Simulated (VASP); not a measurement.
# NaCl: single point with r2SCAN

Crystal: NaCl.

```
Na Cl
1.0
     3.45955    0.00000    0.00000
     0.00000    3.45955    0.00000
     0.00000    0.00000    3.62906
Na Cl
1 1
Direct
  0.00000 0.00000 0.00000
  0.50000 0.50000 0.50000
```

This cell differs from its parent crystal: uniaxial z strain +4.9%.

```json
{"Program": "VASP 6.6.1", "Task": "single point", "Functional": "r2SCAN", "Potentials or basis": "VASP PAW PBE potentials, release 64 (Na_pv, Cl)", "Cutoff": "520 eV", "k mesh": "8 × 8 × 8", "Occupations": "gaussian, width 0.01 eV", "Spin": "no spin polarisation", "Dipole correction": "no", "Further INCAR settings": "ALGO = Normal; EDIFF = 1e-07; NBANDS = 14"}
```

The pressure is -1.4 GPa and the band gap on the k mesh is 4.63 eV, indirect (least direct gap 5.09 eV).

Stress tensor (GPa, compression positive):
```
-0.17  0.00  0.00
 0.00 -0.17  0.00
 0.00  0.00 -3.85
```

Levels at points of the mesh, in eV from the valence-band top:
```
           k point  band 4  band 5  band 6  band 7  band 8  band 9  band 10  band 11
(0.00, 0.00, 0.00)  -14.03   -0.86   -0.46   -0.46    4.63    8.89     9.32    16.21
(0.50, 0.00, 0.00)  -13.64   -3.02   -0.59   -0.21    7.46    9.40    11.18    11.93
(0.50, 0.50, 0.00)  -13.34   -2.34   -2.34   -0.28    6.31   10.21    11.65    11.65
(0.00, 0.00, 0.50)  -13.74   -3.02   -0.28   -0.28    7.67    9.12    11.21    12.73
(0.50, 0.00, 0.50)  -13.43   -2.46   -2.32    0.00    6.06   10.68    11.54    12.01
(0.50, 0.50, 0.50)  -13.12   -2.01   -2.01   -1.87    7.64    7.64     7.65    12.78
```

Wall time 87 s on 1 thread of Intel(R) Xeon(R) Platinum 8488C (Sapphire Rapids), with other jobs on the host, peak memory 0.18 GiB.

Caveat: the cell differs from its parent crystal (uniaxial z strain +4.9%); the PAW data sets were made with another functional, which shifts forces and pressure a little. A k mesh can miss the band edges.
